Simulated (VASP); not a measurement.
Runs of VASP 6.6.1 on Al. The structure is that of space group Fm-3m (No. 225), or close to it. The cells are those of the table. 

```tsv
cell	gap on the mesh (eV)	pressure (GPa)
a = 2.844 Å, angles 60.0°, 1 atom	none	(b)
a = 2.901 Å, angles 60.0°, 1 atom	none	-3.2
a = 2.882 Å, angles 60.0°, 1 atom	none	(a)
a = 2.825 Å, angles 60.0°, 1 atom	none	3.1
a = 2.920 Å, angles 60.0°, 1 atom	none	-4.4
```

Alike in all rows: task single point; level PBE; potentials or basis VASP PAW PBE potentials, release 64 (Al); no spin polarisation; k mesh 12 × 12 × 12; cutoff (eV) 500; smearing methfessel-paxton 0.15 eV.

Q: Estimate the missing entries.

A: (a) -1.8; (b) 1.3.

A gap of «none» marks levels without a gap at the run's occupations.
